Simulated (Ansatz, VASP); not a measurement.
Given: the input of a run of Ansatz 0.2.0 on ZnS.

Contents of input.yaml:

```yaml
crystal:
  lattice:
    - [0.0, 2.702, 2.702]
    - [2.702, 0.0, 2.702]
    - [2.702, 2.702, 0.0]
  atoms:
    - { symbol: Zn, position: [0.75, 0.75, 0.75], spin: 0.4, spin_axis: [0.067, -0.203, 0.338] }
    - { symbol: S, position: [0.0, 0.0, 0.0] }
hamiltonian:
  xc: pbe
  pseudopotentials: { kind: nc, accuracy: stringent }
  dispersion: d4
magnetization:
  noncollinear: true
  spin_orbit: false
kpoints:
  mp_grid: { grid: [9, 9, 9] }
scf:
  occupations: { method: fixed }
output:
  forces: true
  stress: true
  eigenvalues: true
```

Potentials or basis: PseudoDojo stringent (PBE files).

Command:

```bash
$ ansatz run input.yaml --threads 1 --pin off --max-ram 2560MiB --backend cpu --events-out ev --progress --plain --runs-dir out
```

Translate it to VASP 6.6.1. Potentials there: VASP PAW PBE potentials, release 64 (Zn, S).

As run (the cutoff follows the program's own potentials):

The input INCAR:

```
PREC = Accurate
ENCUT = 520
EDIFF = 1E-6
ISMEAR = 0
SIGMA = 0.01
LREAL = False
LASPH = True
NELM = 150
ALGO = Normal
ISIF = 2
LWAVE = False
LCHARG = False
LNONCOLLINEAR = True
MAGMOM = 0.067 -0.203 0.338 0 0 0
LORBIT = 11
GGA = PE
IVDW = 13
NBANDS = 30
```

KPOINTS

```
Automatic mesh
0
Gamma
  9 9 9
```

The input POSCAR:

```
ZnS
1.0
    0.0000000000      2.7020000000      2.7020000000
    2.7020000000      0.0000000000      2.7020000000
    2.7020000000      2.7020000000      0.0000000000
Zn S
1 1
Direct
    0.7500000000      0.7500000000      0.7500000000
    0.0000000000      0.0000000000      0.0000000000
```

Potentials or basis: VASP PAW PBE potentials, release 64 (Zn, S).

The run is started by

```bash
$ cat potpaw_PBE.64/Zn/POTCAR potpaw_PBE.64/S/POTCAR > POTCAR
$ mpirun -np 1 vasp_ncl > vasp.out
```

Both were run:

|  | VASP | Ansatz | Ansatz less VASP |
| --- | --- | --- | --- |
| gap on the k mesh at the Fermi level (eV) | 2.11 | 2.11 | -0.001 |
| least direct gap on the mesh (eV) | 2.11 | 2.11 | -0.001 |
| pressure (GPa) | -0.9 | -1.1 | -0.16 |
| net moment per atom (μB) | 0.00 | 0.00 | 0.000 |

VASP's potentials hold 18 valence electrons a cell and Ansatz's 26, so a difference there can come from the potentials and not from the codes.

Noted on Ansatz's run: odd divisions of the mesh miss points on the zone boundary, where band edges often lie, so the gap on the mesh can be too wide.
